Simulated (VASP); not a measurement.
Input of a VASP 6.6.1 run:

Contents of POSCAR:

```
GaSb
1.0
    0.0000000000      3.0962420916      3.0962420916
    3.0962420916      0.0000000000      3.0962420916
    3.0962420916      3.0962420916      0.0000000000
Ga Sb
1 1
Direct
    0.0000000000      0.0000000000      0.0000000000
    0.2500000000      0.2500000000      0.2500000000
```

Contents of INCAR.step1:

```
SYSTEM = GaSb
PREC = Accurate
ENCUT = 550
ISMEAR = -1
SIGMA = 0.02
LREAL = .FALSE.
LASPH = .TRUE.
NELM = 120
NBANDS = 16
GGA = PE
ALGO = Normal
EDIFF = 1E-5
LWAVE = .TRUE.
LCHARG = .FALSE.
GGA_COMPAT = .FALSE.
```

INCAR.step2

```
SYSTEM = GaSb
PREC = Accurate
ENCUT = 550
EDIFF = 1E-6
ISMEAR = -1
SIGMA = 0.02
LREAL = .FALSE.
LASPH = .TRUE.
NELM = 120
ALGO = Normal
ISIF = 2
LWAVE = .FALSE.
LCHARG = .TRUE.
METAGGA = R2SCAN
LMIXTAU = .TRUE.
LELF = .TRUE.
LVHAR = .TRUE.
NBANDS = 16
ISTART = 1
GGA_COMPAT = .FALSE.
```

The input KPOINTS:

```
Automatic mesh
0
G
  6 6 6
  0 0 0
```

Potentials or basis: VASP PAW PBE potentials, release 64 (Ga_d, Sb).

The run is started by

```sh
$ cat potpaw_PBE.64/Ga_d/POTCAR potpaw_PBE.64/Sb/POTCAR > POTCAR
$ cp INCAR.step1 INCAR
$ mpirun -np 1 vasp_std > vasp.out
$ cp INCAR.step2 INCAR
$ mpirun -np 1 vasp_std > vasp.out
```

Problem. What does it give for the pressure?

Solution. -1.4 GPa.

Problem. What does it give for the band gap on the k mesh?

Solution. 0.18 eV, direct.

Caveat: the PAW data sets were made with another functional, which shifts forces and pressure a little; spin-orbit coupling is left out, which moves the levels of the heavy elements. A k mesh can miss the band edges.
